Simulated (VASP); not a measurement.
# TaS2 (P-3m1) in VASP: a series of runs

TaS2 is run at these levels: PBEsol; tasks: electric field gradients.

Program: VASP 6.6.1. These are calculated values, not measurements. Logs are shortened: lines on timing, memory, paths and dates and some standing lists are left out, and cuts for length are marked.

### Step 1. The cell of the first run

The structure is trigonal, space group P-3m1 (No. 164). Conventional cell: a = 3.317 Å, b = 3.317 Å, c = 5.860 Å, α = 90.00°, β = 90.00°, γ = 120.00°. Ta (site symmetry -3m) has 6 S at 2.41 Å and 6 Ta at 3.32 Å within 3.4 Å. S (site symmetry 3m) has 3 Ta at 2.41 Å and 12 S at 3.32 to 3.50 Å within 3.6 Å.

### Step 2. Electric field gradients, PBEsol (equal xx and yy strain of -1 %)

The input, INCAR:

```
ALGO = Normal
EDIFF = 1E-8
ENCUT = 400
GGA = PS
GGA_COMPAT = F
ISIF = 2
ISMEAR = -1
LASPH = T
LCHARG = F
LEFG = T
LREAL = F
LWAVE = F
NBANDS = 18
NELM = 120
PREC = Accurate
SIGMA = 0.02
```

The input, KPOINTS:

```
k-points
0
Gamma
  8 8 4
```

The input, POSCAR:

```
TaS2
1.0
    3.3165020994      0.0000000000      0.0000000000
   -1.6582510497      2.8721750698      0.0000000000
    0.0000000000      0.0000000000      5.8600000000
Ta S
1 2
Direct
    0.0000000000      0.0000000000      0.0000000000
    0.3333333333      0.6666666667      0.2500000000
    0.6666666667      0.3333333333      0.7500000000
```

Potentials or basis: VASP PAW PBE potentials, release 64 (Ta_pv, S).

Run with:

```console
$ cat potpaw_PBE.64/Ta_pv/POTCAR potpaw_PBE.64/S/POTCAR > POTCAR
$ mpirun -np 1 vasp_std > vasp.out
```

OUTCAR:

```text
EDIFF = 1E-8
   ENCUT = 400
   GGA = PS
   ISIF = 2
   ISMEAR = -1
   LASPH = T
   LREAL = F
   NELM = 120
   PREC = Accurate

 ion  position               nearest neighbor table
   1  0.000  0.000  0.000-   2 2.41   3 2.41   3 2.41   2 2.41   3 2.41   2 2.41
   2  0.333  0.667  0.250-   1 2.41   1 2.41   1 2.41
   3  0.667  0.333  0.750-   1 2.41   1 2.41   1 2.41

  LATTYP: Found a hexagonal cell.
 ALAT       =     3.3165020994
 C/A-ratio  =     1.7669218425

  Lattice vectors:

 A1 = (   3.3165020994,   0.0000000000,   0.0000000000)
 A2 = (  -1.6582510497,   2.8721750698,   0.0000000000)
 A3 = (   0.0000000000,   0.0000000000,   5.8600000000)

Analysis of symmetry for initial positions (statically):
=====================================================================
 Subroutine PRICEL returns:
 Original cell was already a primitive cell.

 Routine SETGRP: Setting up the symmetry group for a
 hexagonal supercell.

 Subroutine GETGRP returns: Found 12 space group operations
 (whereof 12 operations were pure point group operations)
 out of a pool of 24 trial point group operations.

The static configuration has the point symmetry D_3d.

Analysis of symmetry for dynamics (positions and initial velocities):
=====================================================================
 Subroutine PRICEL returns:
 Original cell was already a primitive cell.

 Routine SETGRP: Setting up the symmetry group for a
 hexagonal supercell.

 Subroutine GETGRP returns: Found 12 space group operations
 (whereof 12 operations were pure point group operations)
 out of a pool of 24 trial point group operations.

The dynamic configuration has the point symmetry D_3d.

 Subroutine INISYM returns: Found 12 space group operations
 (whereof 12 operations are pure point group operations),
 and found     1 'primitive' translations

----------------------------------------------------------------------------------------

                                     Primitive cell

  volume of cell :      55.8199

  direct lattice vectors                    reciprocal lattice vectors
     3.316502099  0.000000000  0.000000000     0.301522499  0.174084096  0.000000000
    -1.658251050  2.872175070  0.000000000     0.000000000  0.348168192  0.000000000
     0.000000000  0.000000000  5.860000000     0.000000000  0.000000000  0.170648464

  length of vectors
     3.316502099  3.316502099  5.860000000     0.348168192  0.348168192  0.170648464

  position of ions in fractional coordinates (direct lattice)
     0.000000000  0.000000000  0.000000000
     0.333333333  0.666666667  0.250000000
     0.666666667  0.333333333  0.750000000

  ion indices of the primitive-cell ions
   primitive index   ion index
                 1           1
                 2           2
                 3           3

----------------------------------------------------------------------------------------

 KPOINTS: k-points

Automatic generation of k-mesh.
 Grid dimensions read from file:
 generate k-points for:    8    8    4

 Generating k-lattice:

  Cartesian coordinates                     Fractional coordinates (reciprocal lattice)
     0.037690312  0.021760512  0.000000000     0.125000000  0.000000000  0.000000000
     0.000000000  0.043521024  0.000000000     0.000000000  0.125000000  0.000000000
     0.000000000  0.000000000  0.042662116     0.000000000  0.000000000  0.250000000

  Length of vectors
     0.043521024  0.043521024  0.042662116

  Shift w.r.t. Gamma in fractional coordinates (k-lattice)
     0.000000000  0.000000000  0.000000000

 Subroutine IBZKPT returns following result:
 ===========================================

 Found     35 irreducible k-points:

 Following reciprocal coordinates:
            Coordinates               Weight
  0.000000  0.000000  0.000000      1.000000
  0.125000  0.000000  0.000000      6.000000
  0.250000  0.000000  0.000000      6.000000
  0.375000  0.000000  0.000000      6.000000
  0.500000  0.000000  0.000000      3.000000
  0.125000  0.125000  0.000000      6.000000
[... 16 lines left out ...]
 -0.125000  0.500000  0.250000     12.000000
  0.250000  0.250000  0.250000     12.000000
 [... further k-points ...]
   k-points           NKPTS =     35   k-points in BZ     NKDIM =     35   number of bands    NBANDS=     18
   number of dos      NEDOS =    301   number of ions     NIONS =      3
   total plane-waves  NPLWV =  23040
   dimension x,y,z NGX =    24 NGY =   24 NGZ =   40
   dimension x,y,z NGXF=    48 NGYF=   48 NGZF=   80
   ions per type =               1   2
   NGX,Y,Z   is equivalent  to a cutoff of  12.03, 12.03, 11.35 a.u.
   NGXF,Y,Z  is equivalent  to a cutoff of  24.06, 24.06, 22.70 a.u.
 SYSTEM =  unknown system
   PREC   = accura    normal or accurate (medium, high low for compatibility)
   ISTART =      0    job   : 0-new  1-cont  2-samecut
   ICHARG =      2    charge: 1-file 2-atom 10-const
   ISPIN  =      1    spin polarized calculation?
   LNONCOLLINEAR =      F non collinear calculations
   LSORBIT =      F    spin-orbit coupling
   LASPH  =      T    aspherical Exc in radial PAW
   ENCUT  =  400.0 eV  29.40 Ry    5.42 a.u.   5.41  5.41  9.56*2*pi/ulx,y,z
   NELM   =    120;   NELMIN=  2; NELMDL= -5     # of ELM steps
   EDIFF  = 0.1E-07   stopping-criterion for ELM
   LREAL  =      F    real-space projection
   EDIFFG = 0.1E-06   stopping-criterion for IOM
   NSW    =      0    number of steps for IOM
   IBRION =     -1    ionic relax: 0-MD 1-quasi-New 2-CG
   NFREE  =      0    steps in history (QN), initial steepest desc. (CG)
   ISIF   =      2    stress and relaxation
   ISYM   =      2    0-nonsym 1-usesym 2-fastsym
   POTIM  = 0.5000    time-step for ionic-motion
   TEBEG  =    0.0;   TEEND  =   0.0 temperature during run
   PSTRESS=    0.0 pullay stress
   NELECT =      23.0000    total number of electrons
   NUPDOWN=      -1.0000    fix difference up-down
   EMIN   =  10.00;   EMAX   =-10.00  energy-range for DOS
   EFERMI =   0.00;   METHOD = LEGACY
   ISMEAR =    -1;   SIGMA  =   0.02  broadening in eV -4-tet -1-fermi 0-gaus
   EFERMI_NEDOS =   21; number of points for ismear=-14 and -15
   IALGO  =     38    algorithm
   IMIX   =      4    mixing-type and parameters
     AMIX     =   0.40;   BMIX     =  1.00
     AMIX_MAG =   1.60;   BMIX_MAG =  1.00
  volume/ion in A,a.u.               =      18.61       125.56
  Fermi-wavevector in a.u.,A,eV,Ry     =   1.218207  2.302078 20.191439  1.484029
  Thomas-Fermi vector in A             =   2.353502
   LORBIT       =      0    0 simple, 1 ext, 2 COOP (PROOUT), +10 PAW based schemes
   GGA     = PS    functional components
   LHFCALC =     F    Hartree Fock is set to
   AEXX    =    0.0000 exact exchange contribution
   IVDW    =     0    specifies the selected vdW correction
   LEPSILON=     F    determine dielectric tensor
   LRPA    =     F    only Hartree local field effects (RPA)
 non-spin polarized calculation
  energy-cutoff  :      400.00
  volume of cell :       55.82
 maximum number of plane-waves:      1039
 NGX is ok and might be reduce to    24
   NGX = 11   NGY = 11   NGZ = 19

 number of electron      22.9999994 magnetization

 Free energy of the ion-electron system (eV)
  ---------------------------------------------------
  ext. energy  EPLUGINS =         0.00000000
  ---------------------------------------------------
  free energy    TOTEN  =       -24.45859340 eV

  energy without entropy =      -24.45312946  energy(sigma->0) =      -24.45586143

 E-fermi :   5.7752     XC(G=0): -10.7880

 val. band max:        5.7722939966   @ k =   0.0000   0.0000   0.2500
 cond. band min:       5.7867943624   @ k =   0.0000   0.0000   0.0000
 fundamental gap:      0.0145003658
 Fermi energy:         5.7752341600

 k-point     1 :       0.0000    0.0000    0.0000
  band No.  band energies     occupation
      1     -29.3891      2.00000
      2     -29.3365      2.00000
      3     -29.3365      2.00000
      4      -9.5055      2.00000
      5      -7.3390      2.00000
      6      -1.3992      2.00000
[... 10 lines left out ...]
     17      10.9950      0.00000
     18      11.4221      0.00000
[... 463 lines left out ...]
 k-point    24 :       0.2500    0.2500    0.2500
  band No.  band energies     occupation
      1     -29.6130      2.00000
      2     -29.4821      2.00000
      3     -29.3207      2.00000
      4      -7.4592      2.00000
      5      -7.2962      2.00000
      6      -0.3688      2.00000
[... 10 lines left out ...]
     17      12.6873      0.00000
     18      13.3386      0.00000

 [... further k-points ...]
[... 5 lines left out ...]
  --------------------------------------------------------------------------------------
  -------------------------------------------------------------------------------------
  Total        2.1466321      2.1466321      3.7240989      0.0000000      0.0000000      0.0000000
  in kB       61.6140007     61.6140007    106.8914535      0.0000000      0.0000000      0.0000000
  external PRESSURE =      76.7064849 kB  Pullay stress =       0.0000000 kB

 VOLUME and BASIS-vectors are now :
 -----------------------------------------------------------------------------
  energy-cutoff  :      400.00
  volume of cell :       55.82
      direct lattice vectors                 reciprocal lattice vectors
     3.316502099  0.000000000  0.000000000     0.301522499  0.174084096  0.000000000
    -1.658251050  2.872175070  0.000000000     0.000000000  0.348168192  0.000000000
     0.000000000  0.000000000  5.860000000     0.000000000  0.000000000  0.170648464

 POSITION                                       TOTAL-FORCE (eV/Angst)
 -----------------------------------------------------------------------------------
      0.00000      0.00000      0.00000        -0.000000     -0.000000      0.000000
     -0.00000      1.91478      1.46500        -0.000000      0.000000      1.312883
      1.65825      0.95739      4.39500         0.000000     -0.000000     -1.312883
 -----------------------------------------------------------------------------------
    total drift:                               -0.000000      0.000000      0.000000

  FREE ENERGIE OF THE ION-ELECTRON SYSTEM (eV)
  ---------------------------------------------------
  free  energy   TOTEN  =       -24.4585933968 eV

  energy  without entropy=      -24.4531294588  energy(sigma->0) =      -24.45586143

 Electric field gradients (V/A^2)
---------------------------------------------------------------------
 ion       V_xx      V_yy      V_zz      V_xy      V_xz      V_yz
---------------------------------------------------------------------
   1      72.401    72.402  -144.803     0.000    -0.000     0.000
   2       7.549     7.549   -15.099     0.000    -0.000     0.000
   3       7.549     7.549   -15.099     0.000    -0.000     0.000
---------------------------------------------------------------------

 Electric field gradients after diagonalization (V/A^2)
 (convention: |V_zz| > |V_xx| > |V_yy|)
----------------------------------------------------------------------
 ion       V_xx      V_yy      V_zz     asymmetry (V_yy - V_xx)/ V_zz
----------------------------------------------------------------------
   1      72.402    72.401  -144.803       0.000
   2       7.549     7.549   -15.099       0.000
   3       7.549     7.549   -15.099       0.000
----------------------------------------------------------------------

           NMR quadrupolar parameters

 Cq : quadrupolar parameter    Cq=e*Q*V_zz/h
 eta: asymmetry parameters     (V_yy - V_xx)/ V_zz
 Q  : nuclear electric quadrupole moment in mb (millibarn)
----------------------------------------------------------------------
 ion       Cq(MHz)       eta       Q (mb)
----------------------------------------------------------------------
   1      -0.350       0.000       1.000
   2      -0.037       0.000       1.000
   3      -0.037       0.000       1.000
----------------------------------------------------------------------
```

Wall time 25 s (1 thread of Intel Xeon Platinum 8375C at 2.90GHz (Ice Lake), shared host); peak memory 0.16 GiB.

Results:

* Free energy: -24.4586 eV
* Pressure: 7.7 GPa
* Largest force: 1.313 eV/Å
* Band gap on the k mesh: zero (an odd number of electrons rules out a gap without spin polarisation)
* Largest electric field gradient by atom: Ta -144.8; S -15.1 V/Å²

Forces in eV/Å, atoms in the order of the input:
```
Ta   0.000  0.000  0.000
S    0.000  0.000  1.313
S    0.000  0.000 -1.313
```

Stress tensor (GPa, compression positive):
```
 6.16  0.00  0.00
 0.00  6.16  0.00
 0.00  0.00 10.69
```

Electric field gradients, principal values (V/Å²):
```tsv
atom	least	middle	greatest (by size)
1 Ta	72.401	72.402	-144.803
2 S	7.549	7.549	-15.099
3 S	7.549	7.549	-15.099
```

Caveat: the cell differs from its parent crystal (equal xx and yy strain of -1 %); the cell stands under pressure; without QUAD_EFG the Cq values of the log hold for a quadrupole moment of 1 mb, not for the nuclei; the PAW data sets were made with another functional, which shifts forces and pressure a little; spin-orbit coupling is left out, which moves the levels of the heavy elements; this functional lacks dispersion, which binds the layers, so the pressure and a relaxed spacing across them are unreliable.

[end of part 1 of 3]
